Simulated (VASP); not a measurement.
A run of VASP 6.6.1:

INCAR

```
ALGO     = Normal         # electronic algorithm
EDIFF    = 1E-7           # SCF threshold, eV
ENCUT    = 520            # plane-wave cutoff, eV
GGA      = PE             # functional
ISIF     = 2              # what is computed and relaxed
ISMEAR   = -1             # smearing method
LASPH    = T              # aspherical terms in the spheres
LCHARG   = F              # write CHGCAR
LREAL    = F              # projectors in reciprocal space
LWAVE    = F              # write WAVECAR
NBANDS   = 26             # bands
NELM     = 100            # most SCF steps
PREC     = Accurate       # precision mode
SIGMA    = 0.02           # smearing width, eV
```

The input KPOINTS:

```
k-points
0
Gamma
  6 4 6
```

File POSCAR:

```
CdTe
1.0
   -3.3078829573      3.3078829573      0.0000000000
    0.0000000000      0.0000000000      6.6157659146
    3.3078829573      3.3078829573      0.0000000000
Cd Te
2 2
Direct
    0.0000000000      0.0000000000      0.0000000000
    0.5000000000      0.5000000000      0.5000000000
    0.0000000000      0.2500000000      0.5000000000
    0.5000000000      0.7500000000      0.0000000000
```

Potentials or basis: VASP PAW PBE potentials, release 64 (Cd, Te).

Command:

```bash
$ cat potpaw_PBE.64/Cd/POTCAR potpaw_PBE.64/Te/POTCAR > POTCAR
$ mpirun -np 1 vasp_std > vasp.out
```

Hardware: 1 thread of Intel(R) Xeon(R) Platinum 8259CL CPU @ 2.50GHz (Skylake/Cascade Lake), on a shared host.

**Question.** How long does it take, and how much memory?

**Answer.** Wall time 93 s on 1 thread of Intel(R) Xeon(R) Platinum 8259CL CPU @ 2.50GHz (Skylake/Cascade Lake) (shared host), peak memory 0.29 GiB. Counts: scf iterations 15, k points 30.
